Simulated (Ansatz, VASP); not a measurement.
# SiB4W in VASP and in Ansatz

```
CELL_PARAMETERS angstrom
2.99710 0.00000 0.00000
-1.49855 2.59557 0.00000
0.00000 0.00000 6.99452
ATOMIC_POSITIONS crystal
Si 0.00000 0.00000 0.50000
B 0.33333 0.66667 0.75482
B 0.33333 0.66667 0.24518
B 0.66667 0.33333 0.75482
B 0.66667 0.33333 0.24518
W 0.00000 0.00000 0.00000
```

Change from the starting cell: species swapped into the TiCrB4 type (P6/mmm, No. 191).

Alike in both runs: functional PBE; k mesh 12 × 12 × 6; occupations gaussian, width 0.1 eV; no spin polarisation.

Ansatz relaxed the structure, and its values are those at the end. VASP's run is a single point on that final structure, the one shown.

|  | VASP | Ansatz |
| --- | --- | --- |
| version | VASP 6.6.1 | Ansatz 0.2.0 |
| potentials or method | VASP PAW PBE potentials, release 64 (Si, B, W_sv), cutoff 520 eV | scalar-relativistic, plane waves, PAW |
| valence electrons in the cell | 30 | 30 |

```tsv
	VASP	Ansatz	Ansatz less VASP
gap on the k mesh at the Fermi level (eV)	none	none	-
pressure (GPa)	0.3	0.0	-0.29
rms of the force components (eV/Å)	0.008	0.001	-0.0069
```

A gap of «none» marks a metal or a gap that the smearing closes. The functional is the same, so the differences come from potentials, cutoffs and numerics.

Neither program's run includes spin-orbit coupling.
